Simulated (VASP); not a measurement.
# PbS (P4/nmm) in VASP: a series of runs

Runs on PbS. Level: PBE+D3(BJ). Tasks: single point.

Everything below comes from runs of VASP 6.6.1. Logs are shortened: lines on timing, memory, paths and dates and some standing lists are left out, and cuts for length are marked.

### Step 1. The cell of the first run

The structure is tetragonal, space group P4/nmm (No. 129). The conventional cell has a = 4.196 Å, b = 4.196 Å, c = 14.869 Å, α = 90.00°, β = 90.00°, γ = 90.00°. Pb (site symmetry 4mm) has 5 S at 2.97 Å within 3.9 Å. Within 3.9 Å of Pb (site symmetry 4mm) lie 6 S at 2.97 Å. S (site symmetry 4mm) has 5 Pb at 2.97 Å within 3.9 Å. Within 3.9 Å of S (site symmetry 4mm) lie 6 Pb at 2.97 Å.

### Step 2. Single point, PBE+D3(BJ)

INCAR

```
SYSTEM = PbS
ALGO = Normal
EDIFF = 1E-6
ENCUT = 520
GGA = PE
ISIF = 2
ISMEAR = 0
IVDW = 12
LASPH = .True.
LCHARG = .False.
LREAL = .False.
LWAVE = .False.
NBANDS = 50
NELM = 80
PREC = Accurate
SIGMA = 0.03
```

KPOINTS

```
k-points
0
Gamma
  8 8 3
  0 0 0
```

POSCAR

```
PbS
1.0
   -2.9671314639     -2.9671314639      0.0000000000
    2.9671314639     -2.9671314639      0.0000000000
    0.0000000000      0.0000000000     14.8685258554
Pb S
4 4
Direct
    0.5000000000      0.5000000000      0.0997789388
    0.0000000000      0.0000000000      0.2993368165
    0.5000000000      0.5000000000      0.4988946942
    0.0000000000      0.0000000000      0.6984525719
    0.0000000000      0.0000000000      0.0997789388
    0.5000000000      0.5000000000      0.2993368165
    0.0000000000      0.0000000000      0.4988946942
    0.5000000000      0.5000000000      0.6984525719
```

Potentials or basis: VASP PAW PBE potentials, release 64 (Pb_d, S).

Launch:

```console
> cat potpaw_PBE.64/Pb_d/POTCAR potpaw_PBE.64/S/POTCAR > POTCAR
> mpirun -np 1 vasp_std > vasp.out
```

OUTCAR:

```text
SYSTEM = PbS
   EDIFF = 1E-6
   ENCUT = 520
   GGA = PE
   ISIF = 2
   ISMEAR = 0
   IVDW = 12
   LASPH = .True.
   LREAL = .False.
   NELM = 80
   PREC = Accurate
 IVDW          = 12

 ion  position               nearest neighbor table
   1  0.500  0.500  0.100-   5 2.97   5 2.97   5 2.97   5 2.97   6 2.97
   2  0.000  0.000  0.299-   6 2.97   6 2.97   6 2.97   6 2.97   7 2.97   5 2.97
   3  0.500  0.500  0.499-   7 2.97   7 2.97   7 2.97   7 2.97   6 2.97   8 2.97
   4  0.000  0.000  0.698-   8 2.97   8 2.97   8 2.97   8 2.97   7 2.97
   5  0.000  0.000  0.100-   1 2.97   1 2.97   1 2.97   1 2.97   2 2.97
   6  0.500  0.500  0.299-   2 2.97   2 2.97   2 2.97   2 2.97   3 2.97   1 2.97
   7  0.000  0.000  0.499-   3 2.97   3 2.97   3 2.97   3 2.97   2 2.97   4 2.97
   8  0.500  0.500  0.698-   4 2.97   4 2.97   4 2.97   4 2.97   3 2.97

  LATTYP: Found a simple tetragonal cell.
 ALAT       =     4.1961575576
 C/A-ratio  =     3.5433669140

  Lattice vectors:

 A1 = (  -2.9671314639,  -2.9671314639,   0.0000000000)
 A2 = (   2.9671314639,  -2.9671314639,   0.0000000000)
 A3 = (   0.0000000000,   0.0000000000,  14.8685258554)

Analysis of symmetry for initial positions (statically):
=====================================================================
 Subroutine PRICEL returns:
 Original cell was already a primitive cell.

 Routine SETGRP: Setting up the symmetry group for a
 simple tetragonal supercell.

 Subroutine GETGRP returns: Found 16 space group operations
 (whereof  8 operations were pure point group operations)
 out of a pool of 16 trial point group operations.

The static configuration has the point symmetry C_4v.
 The point group associated with its full space group is D_4h.

Analysis of symmetry for dynamics (positions and initial velocities):
=====================================================================
 Subroutine PRICEL returns:
 Original cell was already a primitive cell.

 Routine SETGRP: Setting up the symmetry group for a
 simple tetragonal supercell.

 Subroutine GETGRP returns: Found 16 space group operations
 (whereof  8 operations were pure point group operations)
 out of a pool of 16 trial point group operations.

The dynamic configuration has the point symmetry C_4v.
 The point group associated with its full space group is D_4h.

 Subroutine INISYM returns: Found 16 space group operations
 (whereof  8 operations are pure point group operations),
 and found     1 'primitive' translations

----------------------------------------------------------------------------------------

                                     Primitive cell

  volume of cell :     261.8011

  direct lattice vectors                    reciprocal lattice vectors
    -2.967131464 -2.967131464  0.000000000    -0.168512924 -0.168512924  0.000000000
     2.967131464 -2.967131464  0.000000000     0.168512924 -0.168512924  0.000000000
     0.000000000  0.000000000 14.868525855     0.000000000  0.000000000  0.067256163

  length of vectors
     4.196157558  4.196157558 14.868525855     0.238313263  0.238313263  0.067256163

  position of ions in fractional coordinates (direct lattice)
     0.500000000  0.500000000  0.099778939
     0.000000000  0.000000000  0.299336817
     0.500000000  0.500000000  0.498894694
     0.000000000  0.000000000  0.698452572
     0.000000000  0.000000000  0.099778939
     0.500000000  0.500000000  0.299336817
     0.000000000  0.000000000  0.498894694
     0.500000000  0.500000000  0.698452572

  ion indices of the primitive-cell ions
   primitive index   ion index
                 1           1
                 2           2
                 3           3
                 4           4
                 5           5
                 6           6
                 7           7
                 8           8

----------------------------------------------------------------------------------------

 KPOINTS: k-points

Automatic generation of k-mesh.
 Grid dimensions read from file:
 generate k-points for:    8    8    3

 Generating k-lattice:

  Cartesian coordinates                     Fractional coordinates (reciprocal lattice)
    -0.021064116 -0.021064116  0.000000000     0.125000000  0.000000000  0.000000000
     0.021064116 -0.021064116  0.000000000     0.000000000  0.125000000  0.000000000
     0.000000000  0.000000000  0.022418721     0.000000000  0.000000000  0.333333333

  Length of vectors
     0.029789158  0.029789158  0.022418721

  Shift w.r.t. Gamma in fractional coordinates (k-lattice)
     0.000000000  0.000000000  0.000000000

 Subroutine IBZKPT returns following result:
 ===========================================

 Found     30 irreducible k-points:

 Following reciprocal coordinates:
            Coordinates               Weight
  0.000000  0.000000  0.000000      1.000000
  0.125000  0.000000  0.000000      4.000000
  0.250000  0.000000  0.000000      4.000000
  0.375000  0.000000  0.000000      4.000000
  0.500000  0.000000  0.000000      2.000000
  0.125000  0.125000  0.000000      4.000000
[... 16 lines left out ...]
  0.375000  0.125000  0.333333     16.000000
  0.500000  0.125000  0.333333      8.000000
 [... further k-points ...]
   k-points           NKPTS =     30   k-points in BZ     NKDIM =     30   number of bands    NBANDS=     50
   number of dos      NEDOS =    301   number of ions     NIONS =      8
   total plane-waves  NPLWV = 114688
   dimension x,y,z NGX =    32 NGY =   32 NGZ =  112
   dimension x,y,z NGXF=    64 NGYF=   64 NGZF=  224
   ions per type =               4   4
   NGX,Y,Z   is equivalent  to a cutoff of  12.68, 12.68, 12.52 a.u.
   NGXF,Y,Z  is equivalent  to a cutoff of  25.36, 25.36, 25.05 a.u.
 SYSTEM =  PbS
   PREC   = accura    normal or accurate (medium, high low for compatibility)
   ISTART =      0    job   : 0-new  1-cont  2-samecut
   ICHARG =      2    charge: 1-file 2-atom 10-const
   ISPIN  =      1    spin polarized calculation?
   LNONCOLLINEAR =      F non collinear calculations
   LSORBIT =      F    spin-orbit coupling
   LASPH  =      T    aspherical Exc in radial PAW
   ENCUT  =  520.0 eV  38.22 Ry    6.18 a.u.   7.80  7.80 27.65*2*pi/ulx,y,z
   NELM   =     80;   NELMIN=  2; NELMDL= -5     # of ELM steps
   EDIFF  = 0.1E-05   stopping-criterion for ELM
   LREAL  =      F    real-space projection
   EDIFFG = 0.1E-04   stopping-criterion for IOM
   NSW    =      0    number of steps for IOM
   IBRION =     -1    ionic relax: 0-MD 1-quasi-New 2-CG
   NFREE  =      0    steps in history (QN), initial steepest desc. (CG)
   ISIF   =      2    stress and relaxation
   ISYM   =      2    0-nonsym 1-usesym 2-fastsym
   POTIM  = 0.5000    time-step for ionic-motion
   TEBEG  =    0.0;   TEEND  =   0.0 temperature during run
   PSTRESS=    0.0 pullay stress
   NELECT =      80.0000    total number of electrons
   NUPDOWN=      -1.0000    fix difference up-down
   EMIN   =  10.00;   EMAX   =-10.00  energy-range for DOS
   EFERMI =   0.00;   METHOD = LEGACY
   ISMEAR =     0;   SIGMA  =   0.03  broadening in eV -4-tet -1-fermi 0-gaus
   EFERMI_NEDOS =   21; number of points for ismear=-14 and -15
   IALGO  =     38    algorithm
   IMIX   =      4    mixing-type and parameters
     AMIX     =   0.40;   BMIX     =  1.00
     AMIX_MAG =   1.60;   BMIX_MAG =  1.00
  volume/ion in A,a.u.               =      32.73       220.84
  Fermi-wavevector in a.u.,A,eV,Ry     =   1.102675  2.083754 16.543227  1.215893
  Thomas-Fermi vector in A             =   2.239122
   LORBIT       =      0    0 simple, 1 ext, 2 COOP (PROOUT), +10 PAW based schemes
   GGA     = PE    functional components
   LHFCALC =     F    Hartree Fock is set to
   AEXX    =    0.0000 exact exchange contribution
   IVDW    =    12    specifies the selected vdW correction
   LEPSILON=     F    determine dielectric tensor
   LRPA    =     F    only Hartree local field effects (RPA)
 non-spin polarized calculation
 Gauss-broadening in eV      SIGMA  =   0.03
  energy-cutoff  :      520.00
  volume of cell :      261.80
 maximum number of plane-waves:      7068
 NGX is ok and might be reduce to    32
   NGX = 15   NGY = 15   NGZ = 55

 number of electron      79.9999994 magnetization

 Free energy of the ion-electron system (eV)
  ---------------------------------------------------
  ext. energy  EPLUGINS =         0.00000000
  ---------------------------------------------------
  free energy    TOTEN  =       -34.56442907 eV

  energy without entropy =      -34.56442907  energy(sigma->0) =      -34.56442907

 E-fermi :   3.5949     XC(G=0):  -8.2698

 val. band max:        3.4591964025   @ k =   0.5000   0.0000   0.0000
 cond. band min:       4.4937499940   @ k =   0.5000   0.0000   0.0000
 fundamental gap:      1.0345535915
 Fermi energy:         3.5948574811

 k-point     1 :       0.0000    0.0000    0.0000
  band No.  band energies     occupation
      1     -13.2553      2.00000
      2     -13.2477      2.00000
      3     -13.1562      2.00000
      4     -13.1562      2.00000
      5     -13.1560      2.00000
      6     -13.1560      2.00000
[... 42 lines left out ...]
     49       8.7901      0.00000
     50       8.7934      0.00000

 k-point     2 :       0.1250    0.0000    0.0000
  band No.  band energies     occupation
      1     -13.2485      2.00000
      2     -13.2418      2.00000
      3     -13.1583      2.00000
      4     -13.1581      2.00000
      5     -13.1559      2.00000
      6     -13.1558      2.00000
[... 42 lines left out ...]
     49       8.2260      0.00000
     50       8.2924      0.00000

 k-point     3 :       0.2500    0.0000    0.0000
  band No.  band energies     occupation
      1     -13.2329      2.00000
      2     -13.2286      2.00000
      3     -13.1632      2.00000
      4     -13.1632      2.00000
      5     -13.1555      2.00000
      6     -13.1553      2.00000
[... 1102 lines left out ...]
     49       7.2740      0.00000
     50       7.2981      0.00000

 k-point    24 :       0.5000    0.1250    0.3333
  band No.  band energies     occupation
      1     -13.2103      2.00000
      2     -13.2103      2.00000
      3     -13.1701      2.00000
      4     -13.1701      2.00000
      5     -13.1574      2.00000
      6     -13.1574      2.00000
[... 42 lines left out ...]
     49       7.0201      0.00000
     50       7.0242      0.00000

 [... further k-points ...]

------------------------ aborting loop because EDIFF is reached ----------------------------------------

 Edisp (eV)   -2.34165

 E8    (eV) :    -1.0620

  FORCE on cell =-STRESS in cart. coord.  units (eV):
  Direction    XX          YY          ZZ          XY          YZ          ZX
  --------------------------------------------------------------------------------------
  -------------------------------------------------------------------------------------
  Total      -0.97715    -0.97715    -3.48777     0.00000     0.00000     0.00000
  in kB      -5.98001    -5.98001   -21.34452     0.00000     0.00000     0.00000
  external pressure =      -11.10 kB  Pullay stress =        0.00 kB

 VOLUME and BASIS-vectors are now :
 -----------------------------------------------------------------------------
  energy-cutoff  :      520.00
  volume of cell :      261.80
      direct lattice vectors                 reciprocal lattice vectors
    -2.967131464 -2.967131464  0.000000000    -0.168512924 -0.168512924  0.000000000
     2.967131464 -2.967131464  0.000000000     0.168512924 -0.168512924  0.000000000
     0.000000000  0.000000000 14.868525855     0.000000000  0.000000000  0.067256163

 POSITION                                       TOTAL-FORCE (eV/Angst)
 -----------------------------------------------------------------------------------
      0.00000     -2.96713      1.48357        -0.000000     -0.000000      0.277147
      0.00000      0.00000      4.45070         0.000000      0.000000     -0.374105
      0.00000     -2.96713      7.41783        -0.000000     -0.000000      0.374105
      0.00000      0.00000     10.38496         0.000000      0.000000     -0.277147
      0.00000      0.00000      1.48357         0.000000      0.000000      0.254413
      0.00000     -2.96713      4.45070        -0.000000      0.000000     -0.430177
      0.00000      0.00000      7.41783         0.000000     -0.000000      0.430177
      0.00000     -2.96713     10.38496        -0.000000     -0.000000     -0.254413
 -----------------------------------------------------------------------------------
    total drift:                               -0.000000      0.000000     -0.000018

  FREE ENERGIE OF THE ION-ELECTRON SYSTEM (eV)
  ---------------------------------------------------
  free  energy   TOTEN  =       -36.9060768126 eV

  energy  without entropy=      -36.9060768126  energy(sigma->0) =      -36.90607681
```

Run time: 3.8 min. Hardware: 1 thread of Intel Xeon 6975P-C (Granite Rapids), shared host; peak memory 0.5 GiB.

Results:

```
Free energy                : -36.9061 eV
Pressure                   : -1.1 GPa
Largest force              : 0.430 eV/Å
Band gap on the k mesh     : 1.03 eV, direct
Dispersion energy per atom : -0.293 eV
```

Forces in eV/Å, atoms in the order of the input:
```
Pb   0.000  0.000  0.277
Pb   0.000  0.000 -0.374
Pb   0.000  0.000  0.374
Pb   0.000  0.000 -0.277
S    0.000  0.000  0.254
S    0.000  0.000 -0.430
S    0.000  0.000  0.430
S    0.000  0.000 -0.254
```

Stress tensor (GPa, compression positive):
```
-0.60  0.00  0.00
 0.00 -0.60  0.00
 0.00  0.00 -2.13
```

Caveat: spin-orbit coupling is left out, which moves the levels of the heavy elements. A k mesh can miss the band edges.

### Step 3. Single point, PBE+D3(BJ)

This run uses another cell than the first one, of 36.03 Å³/atom, 1.101 times its volume.

INCAR

```
SYSTEM = PbS
  ALGO = Normal
  EDIFF = 1E-6
  ENCUT = 520
  GGA = PE
  ISIF = 2
  ISMEAR = 0
  IVDW = 12
  LASPH = .TRUE.
  LCHARG = .FALSE.
  LREAL = .FALSE.
  LWAVE = .FALSE.
  NBANDS = 50
  NELM = 100
  PREC = Accurate
  SIGMA = 0.03
```

KPOINTS

```
k-points
0
G
  8 8 3
  0 0 0
```

POSCAR

```
PbS
1.0
   -2.9671314639     -2.9671314639      0.0000000000
    2.9671314639     -2.9671314639      0.0000000000
    0.0000000000      0.0000000000     16.3685258554
Pb S
4 4
Direct
    0.5000000000      0.5000000000      0.0906352683
    0.0000000000      0.0000000000      0.2719058048
    0.5000000000      0.5000000000      0.4531763413
    0.0000000000      0.0000000000      0.6344468778
    0.0000000000      0.0000000000      0.0906352683
    0.5000000000      0.5000000000      0.2719058048
    0.0000000000      0.0000000000      0.4531763413
    0.5000000000      0.5000000000      0.6344468778
```

Potentials or basis: VASP PAW PBE potentials, release 64 (Pb_d, S).

Launch:

```console
> cat potpaw_PBE.64/Pb_d/POTCAR potpaw_PBE.64/S/POTCAR > POTCAR
> mpirun -np 1 vasp_std > vasp.out
```

It took 4.6 min on 1 thread of Intel Xeon 6975P-C (Granite Rapids), shared host; peak memory 0.55 GiB.

Results (log left out):

| Quantity | Value |
| --- | --- |
| Free energy | -36.8440 eV |
| Pressure | -0.9 GPa |
| Largest force | 0.432 eV/Å |
| Band gap on the k mesh | 1.06 eV, direct |
| Dispersion energy per atom | -0.286 eV |

Forces in eV/Å, atoms in the order of the input:
```
Pb   0.000  0.000  0.308
Pb   0.000  0.000 -0.374
Pb   0.000  0.000  0.374
Pb   0.000  0.000 -0.308
S    0.000  0.000  0.270
S    0.000  0.000 -0.432
S    0.000  0.000  0.432
S    0.000  0.000 -0.270
```

Stress tensor (GPa, compression positive):
```
-0.53  0.00  0.00
 0.00 -0.53  0.00
 0.00  0.00 -1.79
```

Levels at points of the mesh, in eV from the valence-band top:
```csv
k point,band 38,band 39,band 40,band 41,band 42,band 43
"(0.00, 0.00, 0.00)",-1.87,-1.35,-0.97,1.88,3.13,3.63
"(0.50, 0.00, 0.00)",-0.25,0.00,0.00,1.06,1.06,1.61
"(0.50, 0.50, 0.00)",-2.49,-1.08,-1.08,2.62,2.62,4.45
```

Caveat: spin-orbit coupling is left out, which moves the levels of the heavy elements. A k mesh can miss the band edges.

### Step 4. Single point, PBE+D3(BJ)

This run uses another cell than the first one, of 39.33 Å³/atom, 1.202 times its volume.

INCAR

```
SYSTEM = PbS
ALGO = Normal ; EDIFF = 1E-6
ENCUT = 520 ; GGA = PE
ISIF = 2 ; ISMEAR = 0
IVDW = 12 ; LASPH = .True.
LCHARG = .False. ; LREAL = .False.
LWAVE = .False. ; NBANDS = 50
NELM = 100 ; PREC = Accurate
SIGMA = 0.03
```

KPOINTS

```
k-points
0
Gamma
  8 8 3
  0 0 0
```

POSCAR

```
PbS
1.0
   -2.9671314639     -2.9671314639      0.0000000000
    2.9671314639     -2.9671314639      0.0000000000
    0.0000000000      0.0000000000     17.8685258554
Pb S
4 4
Direct
    0.5000000000      0.5000000000      0.0830267558
    0.0000000000      0.0000000000      0.2490802673
    0.5000000000      0.5000000000      0.4151337788
    0.0000000000      0.0000000000      0.5811872903
    0.0000000000      0.0000000000      0.0830267558
    0.5000000000      0.5000000000      0.2490802673
    0.0000000000      0.0000000000      0.4151337788
    0.5000000000      0.5000000000      0.5811872903
```

Launch:

```console
> cat potpaw_PBE.64/Pb_d/POTCAR potpaw_PBE.64/S/POTCAR > POTCAR
> mpirun -np 1 vasp_std > vasp.out
```

It took 4.6 min on 1 thread of Intel Xeon 6975P-C (Granite Rapids), shared host; peak memory 0.61 GiB.

It converged, with:

| Item | Value |
| --- | --- |
| Free energy | -36.8219 eV |
| Largest force | 0.433 eV/Å |
| Band gap on the k mesh | 1.07 eV, direct |
| Dispersion energy per atom | -0.283 eV |

Forces in eV/Å, atoms in the order of the input:
```
Pb   0.000  0.000  0.316
Pb   0.000  0.000 -0.374
Pb   0.000  0.000  0.374
Pb   0.000  0.000 -0.316
S    0.000  0.000  0.274
S    0.000  0.000 -0.433
S    0.000  0.000  0.433
S    0.000  0.000 -0.274
```

Levels at points of the mesh, in eV from the valence-band top:
```
           k point  band 38  band 39  band 40  band 41  band 42  band 43
(0.00, 0.00, 0.00)    -1.87    -1.35    -0.96     1.94     2.97     3.62
(0.50, 0.00, 0.00)    -0.25     0.00     0.00     1.07     1.07     1.60
(0.50, 0.50, 0.00)    -2.49    -1.08    -1.08     2.63     2.63     4.45
```

Caveat: spin-orbit coupling is left out, which moves the levels of the heavy elements.

### Step 5. Summary

```tsv
cell	gap on the mesh (eV)	pressure (GPa)	largest force (eV/Å)
a = 4.196, b = 4.196, c = 14.869 Å, 8 atoms	1.03	-1.1	0.43
a = 4.196, b = 4.196, c = 16.369 Å, 8 atoms	1.06	-0.9	0.43
a = 4.196, b = 4.196, c = 17.869 Å, 8 atoms	1.07	-	0.43
```

Alike in all rows: task single point; level PBE+D3(BJ); potentials or basis VASP PAW PBE potentials, release 64 (Pb_d, S); no spin polarisation; k mesh 8 × 8 × 3; cutoff (eV) 520; smearing gaussian 0.03 eV.

Caveats: spin-orbit coupling is left out, which moves the levels of the heavy elements.

Total energies depend on the potentials used, so only differences within one code and one set of settings carry meaning.
